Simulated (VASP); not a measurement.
Crystal: SbAs4Au.

```xyz
6
Lattice="4.8273 0.0000 0.0000 -2.4137 4.1806 0.0000 0.0000 0.0000 8.8892" Properties=species:S:1:pos:R:3 pbc="T T T"
Sb    0.0000    0.0000    0.0000
As    0.0000    2.7871    4.4446
As    2.4137    1.3935    4.4446
As    0.0000    0.0000    6.6503
As    0.0000    0.0000    2.2389
Au    0.0000    0.0000    4.4446
```

The cell was built from a structure type or drawn by symmetry, and may not be a known phase.

| Property | Result |
| --- | --- |
| Program | VASP 6.6.1 |
| Task | relaxation of cell and atoms |
| Functional | PBE |
| Potentials or basis | VASP PAW PBE potentials, release 64 (Sb, As, Au) |
| Cutoff | 600 eV |
| k mesh | 6 × 6 × 2 |
| Occupations | gaussian, width 0.1 eV |
| Spin | no spin polarisation |

At the start: pressure 13.9 GPa; volume 29.90 Å³/atom.

**Question.** How do energy, volume and symmetry change on relaxing?

**Answer.** Over 17 steps the energy falls by 356.0 meV/atom and the volume is 34.80 Å³/atom (+16.4 %); space group P6/mmm (No. 191, to 0.1 Å) before and after.

The path:
```
step  energy change (eV)  largest force (eV/Å)  pressure (GPa)  volume (Å³)
   1              0.0000                0.7414           13.94       179.39
   2             -0.6596                1.0962           -5.34       251.29
   3             -2.0132                0.7605           -0.56       211.32
   4             -2.0141                0.7591           -0.40       210.66
   5             -2.0139                0.7582           -0.24       210.02
   6             -2.0605                0.5108           -0.05       208.39
   7             -2.0971                0.0372            0.59       205.37
   8             -2.1201                0.1542           -0.27       208.10
   9             -2.1201                0.1612           -0.30       208.20
  10             -2.1255                0.1081           -0.11       207.14
  11             -2.1288                0.0240            0.25       205.47
  12             -2.1317                0.0513            0.08       206.48
  13             -2.1336                0.0957           -0.08       207.75
  14             -2.1328                0.1710           -0.27       210.21
  15             -2.1342                0.1120           -0.15       208.42
  16             -2.1358                0.0516           -0.05       208.63
  17             -2.1362                0.0052            0.02       208.78
```

Final structure:
```cif
data_structure
_symmetry_space_group_name_H-M 'P 1'
_symmetry_Int_Tables_number 1
_cell_length_a 4.7320
_cell_length_b 4.7320
_cell_length_c 10.7661
_cell_angle_alpha 90.000
_cell_angle_beta 90.000
_cell_angle_gamma 120.000
_cell_volume 208.78
loop_
_atom_site_label
_atom_site_type_symbol
_atom_site_fract_x
_atom_site_fract_y
_atom_site_fract_z
_atom_site_occupancy
Sb1 Sb 0.00000 0.00000 0.00000 1
As1 As 0.33333 0.66667 0.50000 1
As2 As 0.66667 0.33333 0.50000 1
As3 As 0.00000 0.00000 0.77493 1
As4 As 0.00000 0.00000 0.22507 1
Au1 Au 0.00000 0.00000 0.50000 1
```

Caveat: the volume moved by over 15 % at a fixed basis, so the end points are rough.
